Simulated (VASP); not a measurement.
Wanted: the native input for a VASP 6.6.1 run.

| Quantity | Value |
| --- | --- |
| Task | single point |
| Functional | LDA |
| Potentials or basis | VASP PAW LDA potentials, release 64 (Hf_pv, O) |
| Cutoff | 520 eV |
| k mesh | 6 × 6 × 8 |
| Occupations | gaussian, width 0.02 eV |
| Spin | no spin polarisation |
| Dipole correction | no |
| Further INCAR settings | ALGO = Normal; EDIFF = 1e-06; NBANDS = 31 |

The structure of HfO2 lies in POSCAR:

```
HfO2
1.0
    4.6931211640      0.0000000000      0.0000000000
    0.0000000000      4.6931211640      0.0000000000
    0.0000000000      0.0000000000      3.2304230689
Hf O
2 4
Direct
    0.0000000000      0.0000000000      0.0000000000
    0.5000000000      0.5000000000      0.5000000000
    0.1939179756      0.8060820244      0.5000000000
    0.3060820244      0.3060820244      0.0000000000
    0.6939179756      0.6939179756      0.0000000000
    0.8060820244      0.1939179756      0.5000000000
```

This cell differs from its parent crystal: biaxial strain in the a-b plane: -2.0 %, then relaxed in part.

These files were run (other wordings do the same):

INCAR

```
PREC = Accurate ; ENCUT = 520
EDIFF = 1E-6 ; ISMEAR = 0
SIGMA = 0.02 ; LREAL = False
LASPH = True ; NELM = 80
ALGO = Normal ; ISIF = 2
LWAVE = False ; LCHARG = True
LELF = True ; LVHAR = True
NBANDS = 31
```

KPOINTS

```
Automatic mesh
0
Gamma
  6 6 8
```

Potentials or basis: VASP PAW LDA potentials, release 64 (Hf_pv, O).

Launch:

```sh
$ cat potpaw_LDA.64/Hf_pv/POTCAR potpaw_LDA.64/O/POTCAR > POTCAR
$ mpirun -np 1 vasp_std > vasp.out
```

It gave:

The pressure is 3.3 GPa, the largest force is 0.036 eV/Å and the band gap on the k mesh is 3.98 eV, direct.

Caveat: the cell differs from its parent crystal (biaxial strain in the a-b plane: -2.0 %, then relaxed in part); spin-orbit coupling is left out, which moves the levels of the heavy elements.

It took 34 s on 1 thread of Intel(R) Xeon(R) 6975P-C (Granite Rapids) (shared host), peak memory 0.21 GiB.
